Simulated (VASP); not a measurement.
Set up this calculation in VASP 6.6.1, as the native input.

| Quantity | Value |
| --- | --- |
| Task | single point |
| Functional | PBE |
| Potentials or basis | VASP PAW PBE potentials, release 64 (Zn, Mo_sv) |
| Cutoff | 520 eV |
| k mesh | 6 × 6 × 6 |
| Occupations | methfessel-paxton, width 0.1 eV |
| Spin | no spin polarisation |
| Dipole correction | no |
| Further INCAR settings | ALGO = Normal; EDIFF = 1e-07; NBANDS = 35 |

The structure of ZnMo3 lies in POSCAR:

```
ZnMo3
1.0
    3.8071177414      0.0000000000      0.0000000000
    0.0000000000      3.8071177414      0.0000000000
    0.0000000000      0.0000000000      3.8071177414
Zn Mo
1 3
Direct
    0.0000000000      0.0000000000      0.0000000000
    0.0000000000      0.5000000000      0.5000000000
    0.5000000000      0.0000000000      0.5000000000
    0.5000000000      0.5000000000      0.0000000000
```

The input as run:

INCAR

```
PREC = Accurate
ENCUT = 520
EDIFF = 1E-7
ISMEAR = 1
SIGMA = 0.1
LREAL = F
LASPH = T
NELM = 100
ALGO = Normal
ISIF = 2
LWAVE = F
LCHARG = F
GGA = PE
NBANDS = 35
```

KPOINTS

```
regular mesh
0
Gamma
  6 6 6
```

Potentials or basis: VASP PAW PBE potentials, release 64 (Zn, Mo_sv).

Command:

```console
$ cat potpaw_PBE.64/Zn/POTCAR potpaw_PBE.64/Mo_sv/POTCAR > POTCAR
$ mpirun -np 1 vasp_std > vasp.out
```

It gave:

```json
{
  "Pressure": "26.9 GPa",
  "Band gap on the k mesh": "zero (band 27 reaches 12.81 eV, above the bottom of band 28 at 11.29 eV)"
}
```

It took 24 s on 1 thread of Intel(R) Xeon(R) Platinum 8375C CPU @ 2.90GHz (Ice Lake), with other jobs on the host, peak memory 0.17 GiB.
